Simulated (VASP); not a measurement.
Write the native input for VASP 6.6.1 that does the following.

```yaml
Task: single point
Functional: PBE
Potentials_or_basis: VASP PAW PBE potentials, release 64 (Co, H)
Cutoff: 520 eV
k_mesh: 6 × 6 × 1
Occupations: gaussian, width 0.1 eV
Spin: collinear spin, ferromagnetic start
Starting_moments: "[2.0, 2.0, 2.0, 2.0, 1.97, 1.97, 1.97, 1.97, 2.0, 2.0, 2.0, 2.0, 1.0] μB"
Dipole_correction: yes
Further_INCAR_settings: ALGO = Normal; EDIFF = 1e-06; NBANDS = 70
```

The structure of Co12H lies in POSCAR:

```
Co12H
1.0
    4.9875371071      0.0000000000      0.0000000000
   -2.4937685535      4.3193338370      0.0000000000
    0.0000000000      0.0000000000     23.0330681235
Co H
12 1
Direct
    0.1666666667      0.3333333333      0.3690346399
    0.1666666667      0.8333333333      0.3690346399
    0.6666666667      0.3333333333      0.3690346399
    0.6666666667      0.8333333333      0.3690346399
    0.3328743675      0.1664371838      0.4547894801
    0.3333333333      0.6666666667      0.4551083930
    0.8335628162      0.1664371838      0.4547894801
    0.8335628162      0.6671256325      0.4547894801
    0.1682982185      0.3365964369      0.5415881596
    0.1682982185      0.8317017815      0.5415881596
    0.6666666667      0.3333333333      0.5400160620
    0.6634035631      0.8317017815      0.5415881596
    0.0000000000      0.0000000000      0.5821969420
```

These files were run (other wordings do the same):

INCAR

```
SYSTEM = Co12H
ALGO = Normal ; DIPOL = 0.5 0.5 0.465
EDIFF = 1E-6 ; ENCUT = 520
GGA = PE ; IDIPOL = 3
ISIF = 2 ; ISMEAR = 0
ISPIN = 2 ; LASPH = .TRUE.
LCHARG = .FALSE. ; LDIPOL = .TRUE.
LMAXMIX = 4 ; LORBIT = 11
LREAL = .FALSE. ; LWAVE = .FALSE.
MAGMOM = 2 2 2 2 1.97 1.97 1.97 1.97 2 2 2 2 1 ; NBANDS = 70
NELM = 150 ; PREC = Accurate
SIGMA = 0.1
```

KPOINTS

```
k-points
0
G
  6 6 1
  0 0 0
```

Potentials or basis: VASP PAW PBE potentials, release 64 (Co, H).

Command:

```sh
$ cat potpaw_PBE.64/Co/POTCAR potpaw_PBE.64/H/POTCAR > POTCAR
$ mpirun -np 1 vasp_std > vasp.out
```

Results of the run:

```
Largest force                                         : 0.058 eV/Å
Net moment                                            : 20.33 μB per cell
Site moments                                          : Co +1.74, +1.75, +1.72, +1.68, +1.64, +1.80 (each value once); H -0.02 μB
Valence electrons inside the program's atomic spheres : Co 8.13, 8.29, 8.19, 8.12 (each value once); H 0.55
```

It took 18 min on 1 thread of Intel(R) Xeon(R) 6975P-C (Granite Rapids), with other jobs on the host, peak memory 0.99 GiB.
